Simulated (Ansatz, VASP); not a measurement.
## Ir in VASP and in Ansatz

```
Ir
1.0
     2.75138    0.00000    0.00000
    -1.37569    2.38276    0.00000
     0.00000    0.00000    4.46229
Ir
2
Direct
  0.33333 0.66667 0.25000
  0.66667 0.33333 0.75000
```

Alike in both runs: task single point; functional PBE; k mesh 11 × 11 × 6; occupations gaussian, width 0.024 eV; no spin polarisation.

```csv
,VASP,Ansatz
version,VASP 6.6.1,Ansatz 0.2.0
potentials or method,"VASP PAW PBE potentials, release 64 (Ir)",Ansatz PAW
plane-wave cutoff (eV),500,420
valence electrons in the cell,18,34
```

```tsv
	VASP	Ansatz	Ansatz less VASP
gap on the k mesh at the Fermi level (eV)	none	none	-
pressure (GPa)	-1.0	-1.4	-0.43
traceless stress, the component that is largest in VASP (GPa)	0.48	0.39	-0.090
```

A gap of «none» marks a metal or a gap that the smearing closes. The functional is the same, so the differences come from potentials, cutoffs and numerics. VASP's potentials hold 18 valence electrons a cell and Ansatz's 34, so a difference there can come from the potentials and not from the codes.

Spin-orbit coupling is off throughout.
